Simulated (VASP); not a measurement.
A run of VASP 6.6.1:

INCAR

```
PREC     = Accurate       # precision mode
ENCUT    = 520            # plane-wave cutoff, eV
EDIFF    = 1E-7           # SCF threshold, eV
ISMEAR   = -1             # smearing method
SIGMA    = 0.08           # smearing width, eV
LREAL    = F              # projectors in reciprocal space
LASPH    = T              # aspherical terms in the spheres
NELM     = 100            # most SCF steps
ALGO     = Normal         # electronic algorithm
ISIF     = 2              # what is computed and relaxed
LWAVE    = F              # write WAVECAR
LCHARG   = T              # write CHGCAR
LELF     = T              # ELF
LVHAR    = T            
NBANDS   = 31             # bands
```

KPOINTS

```
regular mesh
0
Gamma
  8 8 8
```

Contents of POSCAR:

```
La3Tl
1.0
    5.0260392452      0.0000000000      0.0000000000
    0.0000000000      5.0260392452      0.0000000000
    0.0000000000      0.0000000000      5.0260392452
La Tl
3 1
Direct
    0.0000000000      0.5000000000      0.5000000000
    0.5000000000      0.0000000000      0.5000000000
    0.5000000000      0.5000000000      0.0000000000
    0.0000000000      0.0000000000      0.0000000000
```

Potentials or basis: VASP PAW LDA potentials, release 64 (La, Tl_d).

Run with:

```bash
$ cat potpaw_LDA.64/La/POTCAR potpaw_LDA.64/Tl_d/POTCAR > POTCAR
$ mpirun -np 1 vasp_std > vasp.out
```

Hardware: 1 thread of Intel(R) Xeon(R) 6975P-C (Granite Rapids), on a shared host.

Estimate the wall time of this run.

Run time: 85 s on 1 thread of Intel(R) Xeon(R) 6975P-C (Granite Rapids), with other jobs on the host, peak memory 0.29 GiB. Counts: scf iterations 15, k points 35.
